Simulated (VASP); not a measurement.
Here is a VASP 6.6.1 calculation.

The input POSCAR:

```
CdS
1.0
    0.0000000000      2.8992326556      2.8992326556
    2.8992326556      0.0000000000      2.8992326556
    2.8992326556      2.8992326556      0.0000000000
Cd S
1 1
Direct
    0.0000000000      0.0000000000      0.0000000000
    0.7500000000      0.7500000000      0.7500000000
```

The input INCAR.step1:

```
SYSTEM = CdS
PREC     = Accurate       ! precision mode
ENCUT    = 520            ! plane-wave cutoff, eV
ISMEAR   = 0              ! smearing method
SIGMA    = 0.05           ! smearing width, eV
LREAL    = .False.        ! projectors in reciprocal space
LASPH    = .True.         ! aspherical terms in the spheres
NELM     = 100            ! most SCF steps
NBANDS   = 16             ! bands
GGA      = PE             ! functional
ALGO     = Normal         ! electronic algorithm
EDIFF    = 1E-4           ! SCF threshold, eV
LWAVE    = .True.         ! write WAVECAR
LCHARG   = .False.        ! write CHGCAR
```

The input INCAR.step2:

```
SYSTEM = CdS
PREC     = Accurate       ! precision mode
ENCUT    = 520            ! plane-wave cutoff, eV
EDIFF    = 1E-7           ! SCF threshold, eV
ISMEAR   = 0              ! smearing method
SIGMA    = 0.05           ! smearing width, eV
LREAL    = .False.        ! projectors in reciprocal space
LASPH    = .True.         ! aspherical terms in the spheres
NELM     = 100            ! most SCF steps
ALGO     = Normal         ! electronic algorithm
ISIF     = 2              ! what is computed and relaxed
LWAVE    = .False.        ! write WAVECAR
LCHARG   = .False.        ! write CHGCAR
METAGGA  = R2SCAN         ! meta-GGA
LMIXTAU  = .True.       
NBANDS   = 16             ! bands
ISTART   = 1
```

File KPOINTS:

```
Automatic mesh
0
Gamma
  8 8 8
  0 0 0
```

Potentials or basis: VASP PAW PBE potentials, release 64 (Cd, S).

The run is started by

```sh
$ cat potpaw_PBE.64/Cd/POTCAR potpaw_PBE.64/S/POTCAR > POTCAR
$ cp INCAR.step1 INCAR
$ mpirun -np 1 vasp_std > vasp.out
$ cp INCAR.step2 INCAR
$ mpirun -np 1 vasp_std > vasp.out
```

Problem. Predict the band gap on the k mesh.

Solution. 1.63 eV, direct.

Problem. What does it give for the pressure?

Solution. 3.1 GPa.

Caveat: the PAW data sets were made with another functional, which shifts forces and pressure a little.
